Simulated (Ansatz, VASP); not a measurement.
# Two plane-wave programs on Cs2GaAg

```
CELL_PARAMETERS angstrom
6.60907 0.00000 0.00000
-3.30453 5.72362 0.00000
0.00000 0.00000 5.04512
ATOMIC_POSITIONS crystal
Cs 0.66667 0.33333 0.73598
Cs 0.33333 0.66667 0.26402
Ga 0.00000 0.00000 0.00000
Ag 0.00000 0.00000 0.50000
```

Change from the starting cell: species swapped into the TmAgTe2 type (P-3m1, No. 164).

Alike in both runs: functional PBE; k mesh 12 × 12 × 10; occupations gaussian, width 0.1 eV; no spin polarisation.

Ansatz relaxed the structure, and its values are those at the end. VASP's run is a single point on that final structure, the one shown.

|  | VASP | Ansatz |
| --- | --- | --- |
| version | VASP 6.6.1 | Ansatz 0.2.0 |
| potentials or method | VASP PAW PBE potentials, release 64 (Cs_sv, Ga_d, Ag), cutoff 520 eV | scalar-relativistic, plane waves, PAW |
| valence electrons in the cell | 42 | 50 |

```csv
,VASP,Ansatz,Ansatz less VASP
gap on the k mesh at the Fermi level (eV),none,none,-
pressure (GPa),0.0,0.0,-0.02
```

A gap of «none» marks a metal or a gap that the smearing closes. VASP's potentials hold 42 valence electrons a cell and Ansatz's 50, so a difference there can come from the potentials and not from the codes.

Neither program's run includes spin-orbit coupling.
